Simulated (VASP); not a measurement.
Write the native input for VASP 6.6.1 that does the following.

| Property | Result |
| --- | --- |
| Task | G0W0 quasiparticle levels |
| Functional | PBE |
| Potentials or basis | VASP PAW PBE potentials, release 64 (B_GW, P_GW) |
| Cutoff | 500 eV |
| k mesh | 4 × 4 × 4 |
| Occupations | gaussian, width 0.01 eV |
| Spin | no spin polarisation |
| Dipole correction | no |
| GW scheme | G0W0 |
| GW iterations | 1 |
| Cutoff of the response function | 80 |
| Frequency points | 48 |
| Empty bands | 60 |
| Further INCAR settings | ALGO = EVGW0; EDIFF = 1e-08; NBANDS = 64 |

The system is BP.

```
CELL_PARAMETERS angstrom
0.00000 2.26832 2.26832
2.26832 0.00000 2.26832
2.26832 2.26832 0.00000
ATOMIC_POSITIONS crystal
B 0.00000 0.00000 0.00000
P 0.25000 0.25000 0.25000
```

The input as run:

POSCAR

```
BP
1.0
    0.0000000000      2.2683155501      2.2683155501
    2.2683155501      0.0000000000      2.2683155501
    2.2683155501      2.2683155501      0.0000000000
B P
1 1
Direct
    0.0000000000      0.0000000000      0.0000000000
    0.2500000000      0.2500000000      0.2500000000
```

INCAR.step1

```
SYSTEM = BP
PREC     = Accurate       ! precision mode
ENCUT    = 500            ! plane-wave cutoff, eV
EDIFF    = 1E-8           ! SCF threshold, eV
ISMEAR   = 0              ! smearing method
SIGMA    = 0.01           ! smearing width, eV
LREAL    = .FALSE.        ! projectors in reciprocal space
LASPH    = .TRUE.         ! aspherical terms in the spheres
NELM     = 80             ! most SCF steps
ALGO     = Normal         ! electronic algorithm
LWAVE    = .TRUE.         ! write WAVECAR
LCHARG   = .FALSE.        ! write CHGCAR
GGA      = PE             ! functional
```

INCAR.step2

```
SYSTEM = BP
PREC     = Accurate       ! precision mode
ENCUT    = 500            ! plane-wave cutoff, eV
EDIFF    = 1E-8           ! SCF threshold, eV
ISMEAR   = 0              ! smearing method
SIGMA    = 0.01           ! smearing width, eV
LREAL    = .FALSE.        ! projectors in reciprocal space
LASPH    = .TRUE.         ! aspherical terms in the spheres
NELM     = 1              ! most SCF steps
ALGO     = Exact          ! electronic algorithm
LWAVE    = .TRUE.         ! write WAVECAR
LCHARG   = .FALSE.        ! write CHGCAR
GGA      = PE             ! functional
NBANDS   = 64             ! bands
LOPTICS  = .TRUE.         ! frequency-dependent dielectric function
ISTART   = 1
```

INCAR.step3

```
SYSTEM = BP
PREC     = Accurate       ! precision mode
ENCUT    = 500            ! plane-wave cutoff, eV
EDIFF    = 1E-8           ! SCF threshold, eV
ISMEAR   = 0              ! smearing method
SIGMA    = 0.01           ! smearing width, eV
LREAL    = .FALSE.        ! projectors in reciprocal space
LASPH    = .TRUE.         ! aspherical terms in the spheres
ALGO     = EVGW0          ! electronic algorithm
LWAVE    = .FALSE.        ! write WAVECAR
LCHARG   = .FALSE.        ! write CHGCAR
GGA      = PE             ! functional
NELMGW   = 1            
NBANDS   = 64             ! bands
ENCUTGW  = 80.0           ! cutoff of the response function
NOMEGA   = 48             ! frequency points
PRECFOCK = Fast         
ISTART   = 1            
NBANDSGW = 12
```

KPOINTS

```
regular mesh
0
G
  4 4 4
  0 0 0
```

Potentials or basis: VASP PAW PBE potentials, release 64 (B_GW, P_GW).

Command:

```sh
$ cat potpaw_PBE.64/B_GW/POTCAR potpaw_PBE.64/P_GW/POTCAR > POTCAR
$ cp INCAR.step1 INCAR
$ mpirun -np 1 vasp_std > vasp.out
$ cp INCAR.step2 INCAR
$ mpirun -np 1 vasp_std > vasp.out
$ cp INCAR.step3 INCAR
$ mpirun -np 1 vasp_std > vasp.out
```

Results of the run:

```
Band gap on the k mesh, mean-field level : 1.31 eV, indirect (least direct gap 3.39 eV)
Quasiparticle gap                        : 1.77 eV
Least direct quasiparticle gap           : 4.15 eV
```

Caveat: the k points lie up to 0.60 Å⁻¹ apart; bands, screening cutoff and mesh are small and nothing is extrapolated, so the quasiparticle values aren't converged.

It took 27 s on 1 thread of Intel Xeon 6975P-C (shared host), peak memory 0.2 GiB.
